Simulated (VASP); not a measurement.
Set up this calculation in VASP 6.6.1, as the native input.

```
Task                   : single point
Functional             : PBE
Potentials or basis    : VASP PAW PBE potentials, release 64 (Cd, S)
Cutoff                 : 520 eV
k mesh                 : 8 × 8 × 8
Occupations            : gaussian, width 0.016 eV
Spin                   : no spin polarisation
Dipole correction      : no
Further INCAR settings : ALGO = Normal; EDIFF = 1e-07; NBANDS = 16
```

The structure of CdS lies in POSCAR:

```
CdS
1.0
    0.0000000000      2.7532440000      2.7532440000
    2.7532440000      0.0000000000      2.7532440000
    2.7532440000      2.7532440000      0.0000000000
Cd S
1 1
Direct
    0.0000000000      0.0000000000      0.0000000000
    0.5000000000      0.5000000000      0.5000000000
```

These files were run (other wordings do the same):

INCAR

```
SYSTEM = CdS
  PREC = Accurate
  ENCUT = 520
  EDIFF = 1E-7
  ISMEAR = 0
  SIGMA = 0.016
  LREAL = .FALSE.
  LASPH = .TRUE.
  NELM = 60
  ALGO = Normal
  ISIF = 2
  LWAVE = .FALSE.
  LCHARG = .TRUE.
  GGA = PE
  LELF = .TRUE.
  LVHAR = .TRUE.
  NBANDS = 16
```

KPOINTS

```
regular mesh
0
G
  8 8 8
  0 0 0
```

Potentials or basis: VASP PAW PBE potentials, release 64 (Cd, S).

Run with:

```bash
$ cat potpaw_PBE.64/Cd/POTCAR potpaw_PBE.64/S/POTCAR > POTCAR
$ mpirun -np 1 vasp_std > vasp.out
```

Results of the run:

| Quantity | Value |
| --- | --- |
| Pressure | -0.1 GPa |
| Band gap on the k mesh | 0.25 eV, indirect (least direct gap 1.53 eV) |

Wall time 22 s on 1 thread of Intel(R) Xeon(R) Platinum 8259CL CPU @ 2.50GHz (Skylake/Cascade Lake), on a shared host, peak memory 0.17 GiB.
